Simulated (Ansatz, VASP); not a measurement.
# AlRu: VASP beside Ansatz

```
CELL_PARAMETERS angstrom
3.00453 0.00000 0.00000
0.00000 3.00453 0.00000
0.00000 0.00000 3.00453
ATOMIC_POSITIONS crystal
Al 0.00000 0.00000 0.00000
Ru 0.50000 0.50000 0.50000
```

Alike in both runs: functional PBE; k mesh 6 × 6 × 6; occupations gaussian, width 0.1 eV; no spin polarisation.

Ansatz relaxed the structure, and its values are those at the end. VASP's run is a single point on that final structure, the one shown.

|  | VASP | Ansatz |
| --- | --- | --- |
| version | VASP 6.6.1 | Ansatz 0.2.0 |
| potentials or method | VASP PAW PBE potentials, release 64 (Al, Ru_pv), cutoff 520 eV | scalar-relativistic, plane waves, PAW |
| valence electrons in the cell | 17 | 19 |

|  | VASP | Ansatz | Ansatz less VASP |
| --- | --- | --- | --- |
| gap on the k mesh at the Fermi level (eV) | none | none | - |
| pressure (GPa) | -0.2 | -0.2 | +0.04 |

A gap of «none» marks a metal or a gap that the smearing closes. VASP's potentials hold 17 valence electrons a cell and Ansatz's 19, so a difference there can come from the potentials and not from the codes.
